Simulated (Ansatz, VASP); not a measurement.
## One calculation of Si5C, two programs

```
Si C
1.0
     3.10618    0.00000    0.00000
    -1.55309    2.69003    0.00000
     0.00000    0.00000   13.85313
Si C
5 1
Direct
  0.33333 0.66667 0.58480
  0.33333 0.66667 0.00000
  0.33333 0.66667 0.41520
  0.66667 0.33333 0.70251
  0.66667 0.33333 0.29749
  0.66667 0.33333 0.00000
```

Alike in both runs: task relaxation of cell and atoms; functional PBE; k mesh 12 × 12 × 4; occupations gaussian, width 0.1 eV; no spin polarisation.

|  | VASP | Ansatz |
| --- | --- | --- |
| version | VASP 6.6.1 | Ansatz 0.2.0 |
| potentials or method | VASP PAW PBE potentials, release 64 (Si, C), cutoff 600 eV | scalar-relativistic, plane waves, PAW |
| valence electrons in the cell | 24 | 24 |

Ansatz gave:

| Property | Result |
| --- | --- |
| gap on the k mesh at the Fermi level, each at its own relaxed structure (eV) | none |
| relaxed volume (Å³/atom) | 20.39 |
| relaxed length of the cell vector where the two differ most in proportion (Å) | 14.261 |

Problem. Estimate VASP's values.

Solution. gap on the k mesh at the Fermi level, each at its own relaxed structure (eV): none; relaxed volume (Å³/atom): 20.22; relaxed length of the cell vector where the two differ most in proportion (Å): 14.138.

A gap of «none» marks a metal or a gap that the smearing closes.
